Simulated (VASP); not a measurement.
**Tc: relaxation of cell and atoms with r2SCAN**

The system is Tc.

```
Tc
1.0
     2.74000    0.00000    0.00000
    -1.37000    2.37291    0.00000
     0.00000    0.00000    4.39800
Tc
2
Direct
  0.33333 0.66667 0.25000
  0.66667 0.33333 0.75000
```

- Program: VASP 6.6.1
- Task: relaxation of cell and atoms
- Functional: r2SCAN
- Potentials or basis: VASP PAW PBE potentials, release 64 (Tc_pv)
- Cutoff: 600 eV
- k mesh: 7 × 7 × 4
- Occupations: fermi-dirac, width 0.05 eV
- Spin: no spin polarisation
- Dipole correction: no
- Further INCAR settings: ALGO = Normal; EDIFF = 1e-07; IBRION = 2; EDIFFG = -0.03; NSW = 80; ISIF = 3

```yaml
Relaxed_volume: 14.25 Å³/atom
Relaxed_cell: a = 2.724 Å, b = 2.724 Å, c = 4.435 Å, α = 90.00°, β = 90.00°, γ = 120.00°
Space_group_after_relaxing_to_0.1_Å: P6_3/mmc (No. 194)
Energy_gained_by_relaxing: 1.7 meV/atom
Ionic_steps: 7
Pressure_after_relaxing: 0.0 GPa
Band_gap_on_the_k_mesh: zero (bands 13 and 14 overlap by 3.00 eV)
```

Step by step:
```csv
step,energy change (eV),largest force (eV/Å),pressure (GPa),volume (Å³)
1,0.0000,0.0000,-1.17,28.59
2,0.0006,0.0000,3.92,28.16
3,-0.0020,0.0000,1.20,28.39
4,-0.0026,0.0000,-0.06,28.51
5,-0.0034,0.0000,0.47,28.46
6,-0.0032,0.0000,-0.87,28.58
7,-0.0035,0.0000,0.02,28.50
```

Final structure:
```yaml
crystal:
  lattice:
    - [2.72404, 0.00000, 0.00000]
    - [-1.36202, 2.35909, 0.00000]
    - [0.00000, 0.00000, 4.43469]
  atoms:
    - { symbol: Tc, position: [0.33333, 0.66667, 0.25000] }
    - { symbol: Tc, position: [0.66667, 0.33333, 0.75000] }
```

Levels at points of the mesh, in eV from the Fermi level:
```tsv
k point	band 11	band 12	band 13	band 14	band 15	band 16
(0.00, 0.00, 0.00)	-1.53	-0.82	-0.82	0.07	0.07	1.54
(0.00, 0.00, 0.50)	-1.64	-1.64	-1.64	-1.64	2.03	2.03
```

Wall time 3.4 min on 1 thread of AMD EPYC 9R45 96-Core Processor (Zen 5) (shared host), peak memory 0.14 GiB.

Caveat: the k points lie up to 0.38 Å⁻¹ apart in the final cell, too coarse for converged energies and pressures of a metal; the PAW data sets were made with another functional, which shifts forces and pressure a little.
